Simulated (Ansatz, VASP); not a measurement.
## Two plane-wave programs on Mg3CdS2

```
Mg Cd S
1.0
     6.53235    0.00000    0.00000
    -3.26617    5.65718    0.00000
     0.00000    0.00000    3.58641
Mg Cd S
3 1 2
Direct
  0.00000 0.50000 0.00000
  0.50000 0.00000 0.00000
  0.50000 0.50000 0.00000
  0.00000 0.00000 0.00000
  0.66667 0.33333 0.50000
  0.33333 0.66667 0.50000
```

Change from the starting cell: species swapped into the NaSn2Pd3 type (P6mm, No. 183).

Alike in both runs: functional PBE; k mesh 3 × 3 × 6; occupations gaussian, width 0.1 eV; no spin polarisation.

Ansatz relaxed the structure, and its values are those at the end. VASP's run is a single point on that final structure, the one shown.

```csv
,VASP,Ansatz
version,VASP 6.6.1,Ansatz 0.2.0
potentials or method,"VASP PAW PBE potentials, release 64 (Mg, Cd, S), cutoff 520 eV","scalar-relativistic, plane waves, PAW"
valence electrons in the cell,30,62
```

Ansatz gave:

| Property | Result |
| --- | --- |
| gap on the k mesh at the Fermi level (eV) | none |
| pressure (GPa) | 0.0 |

Question: Estimate VASP's values.

Answer: gap on the k mesh at the Fermi level (eV): none; pressure (GPa): -0.2.

A gap of «none» marks a metal or a gap that the smearing closes. VASP's potentials hold 30 valence electrons a cell and Ansatz's 62, so a difference there can come from the potentials and not from the codes.

The k mesh is coarse, so the values compare programs but aren't converged.
